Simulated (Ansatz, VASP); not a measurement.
## CoO: VASP beside Ansatz

Contents of INCAR:

```
PREC = Accurate
ENCUT = 520
EDIFF = 1E-7
ISMEAR = 0
SIGMA = 0.05
LREAL = False
LASPH = True
NELM = 150
ALGO = Normal
ISIF = 2
LWAVE = False
LCHARG = False
ISPIN = 2
MAGMOM = 3 0
LORBIT = 11
LMAXMIX = 4
GGA = PE
NBANDS = 18
```

File KPOINTS:

```
regular mesh
0
Gamma
  14 14 14
```

Contents of POSCAR:

```
CoO
1.0
    0.0000000000      2.1315000000      2.1315000000
    2.1315000000      0.0000000000      2.1315000000
    2.1315000000      2.1315000000      0.0000000000
Co O
1 1
Direct
    0.0000000000      0.0000000000      0.0000000000
    0.5000000000      0.5000000000      0.5000000000
```

Input for Ansatz:

```yaml
crystal:
  lattice:
    - [0.0, 2.1315, 2.1315]
    - [2.1315, 0.0, 2.1315]
    - [2.1315, 2.1315, 0.0]
  atoms:
    - { symbol: Co, position: [0.0, 0.0, 0.0], spin: 3.0 }
    - { symbol: O, position: [0.5, 0.5, 0.5] }
basis:
  ecutwfc: 420
  ecutrho_ratio: 4
kpoints:
  mp_grid: { grid: [14, 14, 14] }
hamiltonian:
  xc: pbe
scf:
  occupations: { method: gaussian, width: 0.05 }
output:
  forces: true
  stress: true
  eigenvalues: true
  populations: true
magnetization:
  spin_polarized: true
```

Alike in both runs: task single point; functional PBE; k mesh 14 × 14 × 14; occupations gaussian, width 0.05 eV; collinear spin.

|  | VASP | Ansatz |
| --- | --- | --- |
| version | VASP 6.6.1 | Ansatz 0.2.0 |
| potentials or method | VASP PAW PBE potentials, release 64 (Co, O), cutoff 520 eV | scalar-relativistic, plane waves, PAW |
| valence electrons in the cell | 15 | 23 |

Ansatz gave:

* gap on the k mesh at the Fermi level (eV): none
* pressure (GPa): -1.7
* net moment per atom (μB): 1.49
* size of the moment on the site where the two differ most (μB): 2.52

Question: Which values does VASP return?

Answer: gap on the k mesh at the Fermi level (eV): none; pressure (GPa): -2.2; net moment per atom (μB): 1.47; size of the moment on the site where the two differ most (μB): 2.58.

Site moments also hang on the region over which each program counts them. A gap of «none» marks a metal or a gap that the smearing closes. VASP's potentials hold 15 valence electrons a cell and Ansatz's 23, so a difference there can come from the potentials and not from the codes.
